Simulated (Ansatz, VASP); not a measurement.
**AlCo in VASP and in Ansatz**

```
Co Al
1.0
     0.00000    2.39498    2.39498
     2.39498    0.00000    2.39498
     2.39498    2.39498    0.00000
Co Al
1 1
Cartesian
  0.0000 0.0000 0.0000
  2.3950 2.3950 2.3950
```

Alike in both runs: functional PBE; k mesh 14 × 14 × 14; occupations fermi-dirac, width 0.08 eV; no spin polarisation.

Ansatz relaxed the structure, and its values are those at the end. VASP's run is a single point on that final structure, the one shown.

|  | VASP | Ansatz |
| --- | --- | --- |
| version | VASP 6.6.1 | Ansatz 0.2.0 |
| potentials or method | VASP PAW PBE potentials, release 64 (Co, Al) | PAW with Ansatz's default frozen-core files, scalar-relativistic |
| plane-wave cutoff (eV) | 520 | 420 |
| valence electrons in the cell | 12 | 20 |

|  | VASP | Ansatz | Ansatz less VASP |
| --- | --- | --- | --- |
| pressure (GPa) | 0.0 | 0.0 | +0.08 |

The functional is the same, so the differences come from potentials, cutoffs and numerics. VASP's potentials hold 12 valence electrons a cell and Ansatz's 20, so a difference there can come from the potentials and not from the codes.
